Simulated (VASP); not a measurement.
# WS2 in VASP: single point with PBEsol

Aim: the single point of WS2 with PBEsol.

Program: VASP 6.6.1. These are calculated values, not measurements. Logs are shortened: lines on timing, memory, paths and dates and some standing lists are left out, and cuts for length are marked.

## Step 1: The cell of the first run

The cell holds a slab with vacuum, 3 atoms: a = 3.215 Å, b = 3.004 Å, c = 16.224 Å, α = 93.44°, β = 95.36°, γ = 120.90°.

## Step 2: Single point, PBEsol (atoms moved at random and the cell strained at random)

Input file INCAR:

```
SYSTEM = WS2
PREC = Accurate
ENCUT = 520
EDIFF = 1E-6
ISMEAR = 0
SIGMA = 0.05
LREAL = .False.
LASPH = .True.
NELM = 80
ALGO = Normal
ISIF = 2
LWAVE = .False.
LCHARG = .True.
GGA = PS
LELF = .True.
LVHAR = .True.
NBANDS = 20
```

Input file KPOINTS:

```
Automatic mesh
0
Gamma
  12 12 2
  0 0 0
```

Input file POSCAR:

```
WS2
1.0
    3.2111295965      0.0341721587     -0.1453226965
   -1.5759708407      2.5557426428     -0.0940272684
   -0.7737681893     -1.0248321338     16.1727297032
W S
1 2
Direct
    0.3375400807      0.6536381164      0.0012673140
    0.6429785737      0.3166397162      0.9037699929
    0.6861480123      0.3630555007      0.0949626932
```

Potentials or basis: VASP PAW PBE potentials, release 64 (W_sv, S).

Command:

```bash
$ cat potpaw_PBE.64/W_sv/POTCAR potpaw_PBE.64/S/POTCAR > POTCAR
$ mpirun -np 1 vasp_std > vasp.out
```

OUTCAR:

```text
SYSTEM = WS2
   PREC = Accurate
   ENCUT = 520
   EDIFF = 1E-6
   ISMEAR = 0
   LREAL = .False.
   LASPH = .True.
   NELM = 80
   ISIF = 2
   GGA = PS

 ion  position               nearest neighbor table
   1  0.338  0.654  0.001-   3 2.22   3 2.27   2 2.31   2 2.37   2 2.47   3 2.52
   2  0.643  0.317  0.904-   1 2.31   1 2.37   1 2.47
   3  0.686  0.363  0.095-   1 2.22   1 2.27   1 2.52

  LATTYP: Found a triclinic cell.
 ALAT       =     3.0040548720
 B/A-ratio  =     1.0226994647
 C/A-ratio  =     5.6455078768
 COS(alpha) =     0.0065061518
 COS(beta)  =     0.2969407097
 COS(gamma) =     0.4404175303

  Lattice vectors:

 A1 = (   1.5759708407,  -2.5557426428,   0.0940272684)
 A2 = (  -1.6351587558,  -2.5899148015,   0.2393499649)
 A3 = (   3.9257098707,  -4.0866531518, -15.9846751664)

Analysis of symmetry for initial positions (statically):
=====================================================================
 Subroutine PRICEL returns:
 Original cell was already a primitive cell.

 Routine SETGRP: Setting up the symmetry group for a
 triclinic supercell.

 Subroutine GETGRP returns: Found  1 space group operations
 (whereof  1 operations were pure point group operations)
 out of a pool of  2 trial point group operations.

The static configuration has the point symmetry C_1 .

Analysis of symmetry for dynamics (positions and initial velocities):
=====================================================================
 Subroutine PRICEL returns:
 Original cell was already a primitive cell.

 Routine SETGRP: Setting up the symmetry group for a
 triclinic supercell.

 Subroutine GETGRP returns: Found  1 space group operations
 (whereof  1 operations were pure point group operations)
 out of a pool of  2 trial point group operations.

The dynamic configuration has the point symmetry C_1 .

 Subroutine INISYM returns: Found  1 space group operations
 (whereof  1 operations are pure point group operations),
 and found     1 'primitive' translations

----------------------------------------------------------------------------------------

                                     Primitive cell

  volume of cell :     132.7686

  direct lattice vectors                    reciprocal lattice vectors
     3.211129597  0.034172159 -0.145322696     0.310592749  0.192519169  0.027059540
[... 85 lines left out ...]
   LASPH  =      T    aspherical Exc in radial PAW
   ENCUT  =  520.0 eV  38.22 Ry    6.18 a.u.   5.98  5.59 30.17*2*pi/ulx,y,z
   NELM   =     80;   NELMIN=  2; NELMDL= -5     # of ELM steps
   EDIFF  = 0.1E-05   stopping-criterion for ELM
   LREAL  =      F    real-space projection
   EDIFFG = 0.1E-04   stopping-criterion for IOM
   NSW    =      0    number of steps for IOM
   IBRION =     -1    ionic relax: 0-MD 1-quasi-New 2-CG
   NFREE  =      0    steps in history (QN), initial steepest desc. (CG)
   ISIF   =      2    stress and relaxation
   ISYM   =      2    0-nonsym 1-usesym 2-fastsym
   POTIM  = 0.5000    time-step for ionic-motion
   TEBEG  =    0.0;   TEEND  =   0.0 temperature during run
   PSTRESS=    0.0 pullay stress
   NELECT =      26.0000    total number of electrons
   NUPDOWN=      -1.0000    fix difference up-down
   EMIN   =  10.00;   EMAX   =-10.00  energy-range for DOS
   EFERMI =   0.00;   METHOD = LEGACY
   ISMEAR =     0;   SIGMA  =   0.05  broadening in eV -4-tet -1-fermi 0-gaus
   EFERMI_NEDOS =   21; number of points for ismear=-14 and -15
   IALGO  =     38    algorithm
   IMIX   =      4    mixing-type and parameters
     AMIX     =   0.40;   BMIX     =  1.00
     AMIX_MAG =   1.60;   BMIX_MAG =  1.00
  volume/ion in A,a.u.               =      44.26       298.66
  Fermi-wavevector in a.u.,A,eV,Ry     =   0.950679  1.796524 12.296830  0.903791
  Thomas-Fermi vector in A             =   2.079079
   LORBIT       =      0    0 simple, 1 ext, 2 COOP (PROOUT), +10 PAW based schemes
   GGA     = PS    functional components
   LHFCALC =     F    Hartree Fock is set to
   AEXX    =    0.0000 exact exchange contribution
   IVDW    =     0    specifies the selected vdW correction
   LEPSILON=     F    determine dielectric tensor
   LRPA    =     F    only Hartree local field effects (RPA)
 non-spin polarized calculation
 Gauss-broadening in eV      SIGMA  =   0.05
  energy-cutoff  :      520.00
  volume of cell :      132.77
 maximum number of plane-waves:      3607
   NGX = 11   NGY = 11   NGZ = 61

 number of electron      26.0000000 magnetization

 Free energy of the ion-electron system (eV)
  ---------------------------------------------------
  ext. energy  EPLUGINS =         0.00000000
  ---------------------------------------------------
  free energy    TOTEN  =       -24.62996679 eV

  energy without entropy =      -24.62996679  energy(sigma->0) =      -24.62996679

 E-fermi :  -0.4242     XC(G=0):  -4.9059

 val. band max:       -0.6556510767   @ k =   0.3333   0.3333   0.0000
 cond. band min:       1.1979156063   @ k =   0.0833   0.2500   0.5000
 fundamental gap:      1.8535666830
 Fermi energy:        -0.4241964635

 k-point     1 :       0.0000    0.0000    0.0000
  band No.  band energies     occupation
      1     -74.4736      2.00000
      2     -38.8563      2.00000
      3     -38.6526      2.00000
      4     -38.5196      2.00000
      5     -15.9994      2.00000
      6     -14.1046      2.00000
[... 541 lines left out ...]
     19       7.6150      0.00000
     20       8.0817      0.00000

 [... further k-points ...]

------------------------ aborting loop because EDIFF is reached ----------------------------------------

  FORCE on cell =-STRESS in cart. coord.  units (eV):
  Direction    XX          YY          ZZ          XY          YZ          ZX
  --------------------------------------------------------------------------------------
  -------------------------------------------------------------------------------------
  Total        2.0004434      6.9182017      4.1671322     -1.2358868      4.5578681      3.8595299
  in kB       24.1402286     83.4849782     50.2866140    -14.9139886     55.0017959     46.5746425
  external PRESSURE =      52.6372736 kB  Pullay stress =       0.0000000 kB

 VOLUME and BASIS-vectors are now :
 -----------------------------------------------------------------------------
  energy-cutoff  :      520.00
  volume of cell :      132.77
      direct lattice vectors                 reciprocal lattice vectors
     3.211129597  0.034172159 -0.145322696     0.310592749  0.192519169  0.027059540
    -1.575970841  2.555742643 -0.094027268    -0.003040822  0.390305196  0.024587341
    -0.773768189 -1.024832134 16.172729703     0.002773203  0.003999123  0.062218578

 POSITION                                       TOTAL-FORCE (eV/Angst)
 -----------------------------------------------------------------------------------
      0.05279      1.68077     -0.09002        -1.083138      0.059295     -1.838331
      0.86636     -0.09499     14.49322        -0.728845     -1.639620     -0.615520
      1.55767      0.85400      1.40196         1.811983      1.580326      2.453851
 -----------------------------------------------------------------------------------
    total drift:                                0.000036      0.000076     -0.000119

  FREE ENERGIE OF THE ION-ELECTRON SYSTEM (eV)
  ---------------------------------------------------
  free  energy   TOTEN  =       -24.6299667875 eV

  energy  without entropy=      -24.6299667875  energy(sigma->0) =      -24.62996679
```

OSZICAR:

```text
N       E                     dE             d eps       ncg     rms          rms(c)
DAV:   1     0.179141486852E+03    0.17914E+03   -0.14077E+04  7104   0.110E+03
DAV:   2    -0.131616688264E+02   -0.19230E+03   -0.18702E+03  7664   0.266E+02
DAV:   3    -0.256114788568E+02   -0.12450E+02   -0.12357E+02  7752   0.660E+01
[... 13 lines left out ...]
DAV:  17    -0.246299236497E+02   -0.32137E-04   -0.17487E-06  6628   0.643E-03    0.463E-03
DAV:  18    -0.246299561913E+02   -0.32542E-04   -0.16980E-06  5984   0.484E-03    0.306E-03
DAV:  19    -0.246299640900E+02   -0.78987E-05   -0.34215E-07  6072   0.194E-03    0.169E-03
DAV:  20    -0.246299659760E+02   -0.18861E-05   -0.48170E-08  5104   0.963E-04    0.502E-04
DAV:  21    -0.246299667875E+02   -0.81143E-06   -0.27832E-08  4784   0.583E-04
   1 F= -.24629967E+02 E0= -.24629967E+02  d E =-.193499E-12
```

It took 13 min on 1 thread of AMD EPYC 7R43 (Zen 3), shared host; peak memory 0.47 GiB.

Results:

| Item | Value |
| --- | --- |
| Free energy | -24.6300 eV |
| Largest force | 3.435 eV/Å |
| Band gap on the k mesh | 1.85 eV (least direct gap 1.93 eV) |

Forces on the atoms (eV/Å):
```
W   -1.083  0.059 -1.838
S   -0.729 -1.640 -0.616
S    1.812  1.580  2.454
```

Levels at points of the mesh, in eV from the valence-band top:
```csv
k point,band 11,band 12,band 13,band 14,band 15,band 16
"(0.00, 0.00, 0.00)",-1.91,-1.36,-0.12,2.28,3.07,3.14
"(0.50, 0.00, 0.00)",-2.59,-1.13,-0.55,2.84,3.65,4.13
"(0.00, 0.50, 0.00)",-2.14,-1.77,-0.62,3.21,3.33,3.80
"(0.50, 0.50, 0.00)",-2.45,-1.18,-1.00,2.60,3.60,4.47
"(0.00, 0.00, 0.50)",-1.91,-1.36,-0.12,2.28,3.07,3.14
"(0.50, 0.00, 0.50)",-2.59,-1.13,-0.55,2.84,3.65,4.13
"(0.00, 0.50, 0.50)",-2.14,-1.77,-0.62,3.21,3.33,3.80
"(0.50, 0.50, 0.50)",-2.45,-1.18,-1.00,2.60,3.60,4.47
```

Caveat: the cell differs from its parent crystal (atoms moved at random and the cell strained at random); the PAW data sets were made with another functional, which shifts forces and pressure a little; spin-orbit coupling is left out, which moves the levels of the heavy elements.
